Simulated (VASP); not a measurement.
Input of a VASP 6.6.1 run:

INCAR

```
SYSTEM = SnSe
ALGO = Normal
EDIFF = 1E-6
ENCUT = 520
GGA = PE
ISIF = 2
ISMEAR = -1
LASPH = .True.
LCHARG = .True.
LELF = .True.
LREAL = .False.
LVHAR = .True.
LWAVE = .False.
NBANDS = 17
NELM = 100
PREC = Accurate
SIGMA = 0.1
```

Contents of KPOINTS:

```
k-points
0
Gamma
  12 12 12
  0 0 0
```

The input POSCAR:

```
SnSe
1.0
    0.0000000000      3.1409260343      3.1409260343
    3.1409260343      0.0000000000      3.1409260343
    3.1409260343      3.1409260343      0.0000000000
Sn Se
1 1
Direct
    0.0000000000      0.0000000000      0.0000000000
    0.2500000000      0.2500000000      0.2500000000
```

Potentials or basis: VASP PAW PBE potentials, release 64 (Sn_d, Se).

Command:

```sh
$ cat potpaw_PBE.64/Sn_d/POTCAR potpaw_PBE.64/Se/POTCAR > POTCAR
$ mpirun -np 1 vasp_std > vasp.out
```

(1) Predict the band gap on the k mesh.

(2) Estimate the pressure.

## Answers

(1) zero (bands 10 and 11 overlap by 0.87 eV).

(2) 10.0 GPa.

Caveat: the cell stands under pressure; spin-orbit coupling is left out, which moves the levels of the heavy elements.
